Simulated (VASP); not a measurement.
# NaCl (P4/mmm) in VASP: a series of runs, part 2 of 2

VASP 6.6.1. Earlier steps stand in the parts before.

## 4. Single point, PBE (49.56 Å³/atom)

This run uses another cell than the first one.

Contents of INCAR:

```
SYSTEM = NaCl
ALGO = Normal
EDIFF = 1E-6
ENCUT = 520
GGA = PE
ISIF = 2
ISMEAR = 0
LASPH = .TRUE.
LCHARG = .TRUE.
LELF = .TRUE.
LREAL = .FALSE.
LVHAR = .TRUE.
LWAVE = .FALSE.
NBANDS = 14
NELM = 80
PREC = Accurate
SIGMA = 0.02
```

Contents of KPOINTS:

```
k-points
0
G
  6 6 4
  0 0 0
```

Contents of POSCAR:

```
NaCl
1.0
    3.8486475566      0.0000000000      0.0000000000
    0.0000000000      3.8486475566      0.0000000000
    0.0000000000      0.0000000000      6.6915755714
Na Cl
1 1
Direct
    0.5000000000      0.5000000000      0.5000000000
    0.0000000000      0.0000000000      0.5000000000
```

Potentials or basis: VASP PAW PBE potentials, release 64 (Na_pv, Cl).

Command:

```
cat potpaw_PBE.64/Na_pv/POTCAR potpaw_PBE.64/Cl/POTCAR > POTCAR
mpirun -np 1 vasp_std > vasp.out
```

OUTCAR:

```text
SYSTEM = NaCl
   EDIFF = 1E-6
   ENCUT = 520
   GGA = PE
   ISIF = 2
   ISMEAR = 0
   LASPH = .TRUE.
   LREAL = .FALSE.
   NELM = 80
   PREC = Accurate

 ion  position               nearest neighbor table
   1  0.500  0.500  0.500-   2 2.72   2 2.72   2 2.72   2 2.72
   2  0.000  0.000  0.500-   1 2.72   1 2.72   1 2.72   1 2.72

  LATTYP: Found a simple tetragonal cell.
 ALAT       =     3.8486475566
 C/A-ratio  =     1.7386823483

  Lattice vectors:

 A1 = (   3.8486475566,   0.0000000000,   0.0000000000)
 A2 = (   0.0000000000,   3.8486475566,   0.0000000000)
 A3 = (   0.0000000000,   0.0000000000,   6.6915755714)

Analysis of symmetry for initial positions (statically):
=====================================================================
 Subroutine PRICEL returns:
 Original cell was already a primitive cell.

 Routine SETGRP: Setting up the symmetry group for a
 simple tetragonal supercell.

 Subroutine GETGRP returns: Found 16 space group operations
 (whereof 16 operations were pure point group operations)
 out of a pool of 16 trial point group operations.

The static configuration has the point symmetry D_4h.

[... 167 lines left out ...]

 k-point     1 :       0.0000    0.0000    0.0000
  band No.  band energies     occupation
      1     -25.1034      2.00000
      2     -25.0153      2.00000
      3     -25.0153      2.00000
      4     -16.1767      2.00000
      5      -4.3968      2.00000
      6      -3.9666      2.00000
      7      -3.9666      2.00000
      8       0.7154      0.00000
      9       4.0790      0.00000
     10       4.3906      0.00000
     11       5.4114      0.00000
     12       9.3754      0.00000
     13       9.3754      0.00000
     14       9.7961      0.00000
[... 377 lines left out ...]
      1     -25.1019      2.00000
      2     -25.0394      2.00000
      3     -25.0124      2.00000
      4     -15.9873      2.00000
      5      -5.3957      2.00000
      6      -4.1587      2.00000
      7      -3.9200      2.00000
      8       2.9672      0.00000
      9       4.3795      0.00000
     10       4.6583      0.00000
     11       4.8502      0.00000
     12       7.4397      0.00000
     13       8.1581      0.00000
     14       8.2365      0.00000

 [... further k-points ...]
[... 5 lines left out ...]
  --------------------------------------------------------------------------------------
  -------------------------------------------------------------------------------------
  Total        0.0138909      0.0138909     -0.0042092      0.0000000     -0.0000000      0.0000000
  in kB        0.2245413      0.2245413     -0.0680397      0.0000000     -0.0000000      0.0000000
  external PRESSURE =       0.1270143 kB  Pullay stress =       0.0000000 kB

 VOLUME and BASIS-vectors are now :
 -----------------------------------------------------------------------------
  energy-cutoff  :      520.00
  volume of cell :       99.12
      direct lattice vectors                 reciprocal lattice vectors
     3.848647557  0.000000000  0.000000000     0.259831534  0.000000000  0.000000000
     0.000000000  3.848647557  0.000000000     0.000000000  0.259831534  0.000000000
     0.000000000  0.000000000  6.691575571     0.000000000  0.000000000  0.149441636

 POSITION                                       TOTAL-FORCE (eV/Angst)
 -----------------------------------------------------------------------------------
      1.92432      1.92432      3.34579         0.000000      0.000000      0.000000
      0.00000      0.00000      3.34579         0.000000      0.000000      0.000000
 -----------------------------------------------------------------------------------
    total drift:                                0.000000      0.000000      0.000000

  FREE ENERGIE OF THE ION-ELECTRON SYSTEM (eV)
  ---------------------------------------------------
  free  energy   TOTEN  =        -6.4958932529 eV

  energy  without entropy=       -6.4958932529  energy(sigma->0) =       -6.49589325
```

OSZICAR:

```text
N       E                     dE             d eps       ncg     rms          rms(c)
DAV:   1     0.982140249787E+02    0.98214E+02   -0.64990E+03   840   0.832E+02
DAV:   2     0.634091163435E+01   -0.91873E+02   -0.84783E+02   894   0.205E+02
DAV:   3    -0.666611722704E+01   -0.13007E+02   -0.12909E+02  1164   0.753E+01
DAV:   4    -0.698646491418E+01   -0.32035E+00   -0.32023E+00   918   0.141E+01
DAV:   5    -0.699329489494E+01   -0.68300E-02   -0.68297E-02  1182   0.208E+00    0.244E+00
DAV:   6    -0.657382316404E+01    0.41947E+00   -0.58568E-01  1020   0.396E+00    0.178E+00
DAV:   7    -0.649625032553E+01    0.77573E-01   -0.15422E-01  1068   0.196E+00    0.125E+00
DAV:   8    -0.648860764461E+01    0.76427E-02   -0.16324E-02   960   0.969E-01    0.370E-01
DAV:   9    -0.649019298160E+01   -0.15853E-02   -0.15156E-03   954   0.232E-01    0.179E-01
DAV:  10    -0.649556900654E+01   -0.53760E-02   -0.29634E-03   876   0.297E-01    0.356E-02
DAV:  11    -0.649588392488E+01   -0.31492E-03   -0.20203E-04   882   0.923E-02    0.408E-02
DAV:  12    -0.649589316580E+01   -0.92409E-05   -0.57877E-05   846   0.766E-02    0.859E-03
DAV:  13    -0.649589325294E+01   -0.87145E-07   -0.69810E-06  1118   0.262E-02
   1 F= -.64958933E+01 E0= -.64958933E+01  d E =-.640614E-22
```

Wall time 50 s (1 thread of Intel Xeon 8259CL, shared host); peak memory 0.21 GiB.

What came out:

```yaml
Free_energy: -6.4959 eV
Pressure: 0.0 GPa
Band_gap_on_the_k_mesh: 4.63 eV (least direct gap 4.68 eV)
```

## 5. Relaxation of cell and atoms, PBE

This run uses another cell than the first one.

Contents of INCAR:

```
SYSTEM = NaCl
PREC = Accurate ; ENCUT = 600
EDIFF = 1E-7 ; ISMEAR = 0
SIGMA = 0.1 ; LREAL = .FALSE.
LASPH = .TRUE. ; NELM = 80
ALGO = Normal ; ISIF = 3
LWAVE = .FALSE. ; LCHARG = .FALSE.
GGA = PE ; IBRION = 2
NSW = 90 ; EDIFFG = -0.04
```

Contents of KPOINTS:

```
regular mesh
0
G
  4 4 4
  0 0 0
```

Contents of POSCAR:

```
NaCl
1.0
    3.8181210800      0.0000000000      0.0000000000
    0.0000000000      3.8181210800      0.0000000000
    0.0000000000      0.0000000000      5.8593090900
Na Cl
1 1
Direct
    0.5000000000      0.5000000000      0.5000000000
    0.0000000000      0.0000000000      0.5000000000
```

Potentials or basis: VASP PAW PBE potentials, release 64 (Na_pv, Cl).

Command:

```
cat potpaw_PBE.64/Na_pv/POTCAR potpaw_PBE.64/Cl/POTCAR > POTCAR
mpirun -np 1 vasp_std > vasp.out
```

OUTCAR:

```text
SYSTEM = NaCl
   PREC = Accurate
   ENCUT = 600
   EDIFF = 1E-7
   ISMEAR = 0
   LREAL = .FALSE.
   LASPH = .TRUE.
   NELM = 80
   ISIF = 3
   GGA = PE
   IBRION = 2
   NSW = 90
   EDIFFG = -0.04

 ion  position               nearest neighbor table
   1  0.500  0.500  0.500-   2 2.70   2 2.70   2 2.70   2 2.70
   2  0.000  0.000  0.500-   1 2.70   1 2.70   1 2.70   1 2.70

  LATTYP: Found a simple tetragonal cell.
 ALAT       =     3.8181210800
 C/A-ratio  =     1.5346053641

  Lattice vectors:

 A1 = (   3.8181210800,   0.0000000000,   0.0000000000)
 A2 = (   0.0000000000,   3.8181210800,   0.0000000000)
 A3 = (   0.0000000000,   0.0000000000,   5.8593090900)

Analysis of symmetry for initial positions (statically):
=====================================================================
 Subroutine PRICEL returns:
 Original cell was already a primitive cell.

 Routine SETGRP: Setting up the symmetry group for a
 simple tetragonal supercell.

 Subroutine GETGRP returns: Found 16 space group operations
 (whereof 16 operations were pure point group operations)
 out of a pool of 16 trial point group operations.

The static configuration has the point symmetry D_4h.

Analysis of symmetry for dynamics (positions and initial velocities):
=====================================================================
 Subroutine PRICEL returns:
 Original cell was already a primitive cell.

 Routine SETGRP: Setting up the symmetry group for a
 simple tetragonal supercell.

 Subroutine GETGRP returns: Found 16 space group operations
 (whereof 16 operations were pure point group operations)
 out of a pool of 16 trial point group operations.

The dynamic configuration has the point symmetry D_4h.

 Subroutine INISYM returns: Found 16 space group operations
 (whereof 16 operations are pure point group operations),
 and found     1 'primitive' translations

----------------------------------------------------------------------------------------

                                     Primitive cell

  volume of cell :      85.4173

  direct lattice vectors                    reciprocal lattice vectors
     3.818121080  0.000000000  0.000000000     0.261908928  0.000000000  0.000000000
     0.000000000  3.818121080  0.000000000     0.000000000  0.261908928  0.000000000
     0.000000000  0.000000000  5.859309090     0.000000000  0.000000000  0.170668586

  length of vectors
     3.818121080  3.818121080  5.859309090     0.261908928  0.261908928  0.170668586

  position of ions in fractional coordinates (direct lattice)
     0.500000000  0.500000000  0.500000000
     0.000000000  0.000000000  0.500000000

  ion indices of the primitive-cell ions
   primitive index   ion index
                 1           1
                 2           2

[... 100 lines left out ...]
 maximum number of plane-waves:      2877
 NGX is ok and might be reduce to    32
   NGX = 15   NGY = 15   NGZ = 23

--------------------------------------- Ionic step        1  -------------------------------------------

 number of electron      14.0000000 magnetization

 Free energy of the ion-electron system (eV)
  ---------------------------------------------------
  ext. energy  EPLUGINS =         0.00000000
  ---------------------------------------------------
  free energy    TOTEN  =        -6.49181636 eV

  energy without entropy =       -6.49181636  energy(sigma->0) =       -6.49181636

------------------------ aborting loop because EDIFF is reached ----------------------------------------

  FORCE on cell =-STRESS in cart. coord.  units (eV):
  Direction    XX          YY          ZZ          XY          YZ          ZX
  --------------------------------------------------------------------------------------
  -------------------------------------------------------------------------------------
  Total        0.2460474      0.2460474      0.0082418      0.0000000     -0.0000000      0.0000000
  in kB        4.6151265      4.6151265      0.1545917      0.0000000     -0.0000000      0.0000000
  external PRESSURE =       3.1282815 kB  Pullay stress =       0.0000000 kB

 VOLUME and BASIS-vectors are now :
 -----------------------------------------------------------------------------
  energy-cutoff  :      600.00
  volume of cell :       85.42
      direct lattice vectors                 reciprocal lattice vectors
     3.818121080  0.000000000  0.000000000     0.261908928  0.000000000  0.000000000
     0.000000000  3.818121080  0.000000000     0.000000000  0.261908928  0.000000000
     0.000000000  0.000000000  5.859309090     0.000000000  0.000000000  0.170668586

 POSITION                                       TOTAL-FORCE (eV/Angst)
 -----------------------------------------------------------------------------------
      1.90906      1.90906      2.92965         0.000000      0.000000      0.000000
      0.00000      0.00000      2.92965         0.000000      0.000000      0.000000
 -----------------------------------------------------------------------------------
    total drift:                                0.000000      0.000000     -0.000000

  FREE ENERGIE OF THE ION-ELECTRON SYSTEM (eV)
  ---------------------------------------------------
  free  energy   TOTEN  =        -6.4918163552 eV

  energy  without entropy=       -6.4918163552  energy(sigma->0) =       -6.49181636

--------------------------------------- Ionic step        2  -------------------------------------------

 number of electron      14.0000005 magnetization

 Free energy of the ion-electron system (eV)
  ---------------------------------------------------
  ext. energy  EPLUGINS =         0.00000000
  ---------------------------------------------------
  free energy    TOTEN  =        -6.49369204 eV

  energy without entropy =       -6.49369204  energy(sigma->0) =       -6.49369204

 E-fermi :  -3.0534     XC(G=0):  -5.2948

 val. band max:       -3.5045740934   @ k =   0.5000   0.5000   0.0000
 cond. band min:       1.0231726235   @ k =   0.0000   0.0000   0.0000
 fundamental gap:      4.5277467168
 Fermi energy:        -3.0534071287

 k-point     1 :       0.0000    0.0000    0.0000
  band No.  band energies     occupation
      1     -24.7022      2.00000
      2     -24.6137      2.00000
      3     -24.6137      2.00000
      4     -15.7912      2.00000
      5      -3.9744      2.00000
      6      -3.5736      2.00000
      7      -3.5736      2.00000
      8       1.0232      0.00000
      9       4.9739      0.00000
     10       5.7066      0.00000
     11       5.7814      0.00000
[... 225 lines left out ...]
 k-point    18 :       0.5000    0.5000    0.5000
  band No.  band energies     occupation
      1     -24.6994      2.00000
      2     -24.6289      2.00000
      3     -24.6289      2.00000
      4     -15.5112      2.00000
      5      -4.6186      2.00000
      6      -4.6186      2.00000
      7      -3.5450      2.00000
      8       4.1591      0.00000
      9       5.2863      0.00000
     10       5.2863      0.00000
     11       6.0039      0.00000

------------------------ aborting loop because EDIFF is reached ----------------------------------------

  FORCE on cell =-STRESS in cart. coord.  units (eV):
  Direction    XX          YY          ZZ          XY          YZ          ZX
  --------------------------------------------------------------------------------------
  -------------------------------------------------------------------------------------
  Total        0.0699544      0.0699544      0.0069696      0.0000000      0.0000000     -0.0000000
  in kB        1.2964428      1.2964428      0.1291651      0.0000000      0.0000000     -0.0000000
  external PRESSURE =       0.9073502 kB  Pullay stress =       0.0000000 kB

 VOLUME and BASIS-vectors are now :
 -----------------------------------------------------------------------------
  energy-cutoff  :      600.00
  volume of cell :       86.45
      direct lattice vectors                 reciprocal lattice vectors
     3.840781592  0.000000000  0.000000000     0.260363672  0.000000000  0.000000000
     0.000000000  3.840781592 -0.000000000    -0.000000000  0.260363672  0.000000000
    -0.000000000 -0.000000000  5.860473937    -0.000000000  0.000000000  0.170634664

 POSITION                                       TOTAL-FORCE (eV/Angst)
 -----------------------------------------------------------------------------------
      1.92039      1.92039      2.93024         0.000000      0.000000      0.000000
     -0.00000     -0.00000      2.93024        -0.000000     -0.000000      0.000000
 -----------------------------------------------------------------------------------
    total drift:                                0.000000      0.000000     -0.000000

  FREE ENERGIE OF THE ION-ELECTRON SYSTEM (eV)
  ---------------------------------------------------
  free  energy   TOTEN  =        -6.4936920397 eV

  energy  without entropy=       -6.4936920397  energy(sigma->0) =       -6.49369204

 reached required accuracy - stopping structural energy minimisation
```

OSZICAR:

```text
N       E                     dE             d eps       ncg     rms          rms(c)
DAV:   1     0.985369271241E+02    0.98537E+02   -0.73958E+03   396   0.124E+03
DAV:   2     0.526853356295E+01   -0.93268E+02   -0.88279E+02   549   0.235E+02
DAV:   3    -0.660061482921E+01   -0.11869E+02   -0.11797E+02   482   0.822E+01
[... 17 lines left out ...]
DAV:   4    -0.649370534529E+01    0.26109E-03   -0.36560E-04   469   0.158E-01    0.320E-02
DAV:   5    -0.649369390003E+01    0.11445E-04   -0.83370E-05   417   0.605E-02    0.926E-03
DAV:   6    -0.649369263084E+01    0.12692E-05   -0.24179E-06   435   0.251E-02    0.474E-03
DAV:   7    -0.649369199621E+01    0.63463E-06   -0.83973E-07   432   0.718E-03    0.865E-04
DAV:   8    -0.649369203972E+01   -0.43508E-07   -0.11367E-07   403   0.539E-03
   2 F= -.64936920E+01 E0= -.64936920E+01  d E =-.187568E-02
```

Run time: 40 s. Hardware: 1 thread of Intel Xeon 8259CL, shared host; peak memory 0.21 GiB.

Results:

```
Free energy                           : -6.4937 eV
Relaxed cell                          : a = 3.841 Å, b = 3.841 Å, c = 5.860 Å, α = 90.00°, β = 90.00°, γ = 90.00°
Space group after relaxing (to 0.1 Å) : P4/mmm (No. 123)
Energy gained by relaxing             : 0.9 meV/atom
Ionic steps                           : 2
Pressure after relaxing               : 0.1 GPa
Band gap on the k mesh                : 4.53 eV (least direct gap 4.60 eV)
```

Stress tensor (GPa, compression positive):
```
0.13 0.00 0.00
0.00 0.13 0.00
0.00 0.00 0.01
```

The path:
```tsv
step	energy change (eV)	largest force (eV/Å)	pressure (GPa)	volume (Å³)
1	0.0000	0.0000	0.31	85.42
2	-0.0019	0.0000	0.09	86.45
```

Final structure:
```yaml
crystal:
  lattice:
    - [3.84078, 0.00000, 0.00000]
    - [0.00000, 3.84078, 0.00000]
    - [0.00000, 0.00000, 5.86047]
  atoms:
    - { symbol: Na, position: [0.50000, 0.50000, 0.50000] }
    - { symbol: Cl, position: [0.00000, 0.00000, 0.50000] }
```

A k mesh can miss the band edges.

## 6. Relaxation of cell and atoms, PBE

This run uses another cell than the first one.

Contents of INCAR:

```
SYSTEM = NaCl
ALGO = Normal
EDIFF = 1E-6
EDIFFG = -0.01
ENCUT = 600
GGA = PE
IBRION = 2
ISIF = 3
ISMEAR = 0
LASPH = .True.
LCHARG = .False.
LREAL = .False.
LWAVE = .False.
NELM = 100
NSW = 100
PREC = Accurate
SIGMA = 0.02
```

Contents of KPOINTS:

```
k-points
0
Gamma
  6 6 4
  0 0 0
```

Contents of POSCAR:

```
NaCl
1.0
    3.8357683034      0.0000000000      0.0000000000
    0.0000000000      3.8357683034      0.0000000000
    0.0000000000      0.0000000000      5.8633202992
Na Cl
1 1
Direct
    0.5000000000      0.5000000000      0.5000000000
    0.0000000000      0.0000000000      0.5000000000
```

Potentials or basis: VASP PAW PBE potentials, release 64 (Na_pv, Cl).

Command:

```
cat potpaw_PBE.64/Na_pv/POTCAR potpaw_PBE.64/Cl/POTCAR > POTCAR
mpirun -np 1 vasp_std > vasp.out
```

Run time: 63 s. Hardware: 1 thread of Intel Xeon 8259CL, shared host; peak memory 0.22 GiB.

The run converged. Its results:

| Quantity | Value |
| --- | --- |
| Free energy | -6.4953 eV |
| Relaxed cell | a = 3.850 Å, b = 3.850 Å, c = 5.867 Å, α = 90.00°, β = 90.00°, γ = 90.00° |
| Space group after relaxing (to 0.1 Å) | P4/mmm (No. 123) |
| Energy gained by relaxing | 0.2 meV/atom |
| Ionic steps | 3 |
| Pressure after relaxing | 0.0 GPa |
| Band gap on the k mesh | 4.52 eV (least direct gap 4.59 eV) |

The path:
```tsv
step	energy change (eV)	largest force (eV/Å)	pressure (GPa)	volume (Å³)
1	0.0000	0.0000	0.15	86.27
2	-0.0003	0.0000	0.04	86.76
3	-0.0004	0.0000	-0.02	86.98
```

Final structure:
```yaml
crystal:
  lattice:
    - [3.85041, 0.00000, 0.00000]
    - [0.00000, 3.85041, 0.00000]
    - [0.00000, 0.00000, 5.86663]
  atoms:
    - { symbol: Na, position: [0.50000, 0.50000, 0.50000] }
    - { symbol: Cl, position: [0.00000, 0.00000, 0.50000] }
```

Levels at points of the mesh, in eV from the valence-band top:
| k point | band 4 | band 5 | band 6 | band 7 | band 8 | band 9 | band 10 | band 11 |
| --- | --- | --- | --- | --- | --- | --- | --- | --- |
| (0.00, 0.00, 0.00) | -12.28 | -0.46 | -0.07 | -0.07 | 4.52 | 8.45 | 9.19 | 9.28 |
| (0.50, 0.00, 0.00) | -12.09 | -1.51 | -0.22 | -0.03 | 7.27 | 7.45 | 8.30 | 10.03 |
| (0.50, 0.50, 0.00) | -12.01 | -1.11 | -1.11 | 0.00 | 7.21 | 9.94 | 9.94 | 10.08 |
| (0.00, 0.00, 0.50) | -12.28 | -0.57 | -0.07 | -0.07 | 5.83 | 6.17 | 9.36 | 11.16 |
| (0.50, 0.00, 0.50) | -12.09 | -1.49 | -0.28 | -0.02 | 6.72 | 8.53 | 8.81 | 9.19 |
| (0.50, 0.50, 0.50) | -12.01 | -1.11 | -1.11 | -0.04 | 7.64 | 8.78 | 8.78 | 9.48 |

## 7. Overview

```tsv
task	cell	k mesh	cutoff (eV)	smearing	gap on the mesh (eV)	pressure (GPa)	relaxed volume (Å³/atom)
single point	a = 3.853, b = 3.853, c = 6.300 Å, 2 atoms	6 × 6 × 4	520	gaussian 0.02 eV	4.57	0.0	-
single point	a = 3.848, b = 3.848, c = 6.504 Å, 2 atoms	6 × 6 × 4	520	gaussian 0.02 eV	4.60	0.0	-
single point	a = 3.849, b = 3.849, c = 6.692 Å, 2 atoms	6 × 6 × 4	520	gaussian 0.02 eV	4.63	0.0	-
relaxation of cell and atoms	relaxed from a = 3.818, b = 3.818, c = 5.859 Å, 2 atoms	4 × 4 × 4	600	gaussian 0.1 eV	4.53	0.1	43.23
relaxation of cell and atoms	relaxed from a = 3.836, b = 3.836, c = 5.863 Å, 2 atoms	6 × 6 × 4	600	gaussian 0.02 eV	4.52	0.0	43.49
```

Alike in all rows: level PBE; potentials or basis VASP PAW PBE potentials, release 64 (Na_pv, Cl); no spin polarisation.

Total energies depend on the potentials used, so only differences within one code and one set of settings carry meaning.
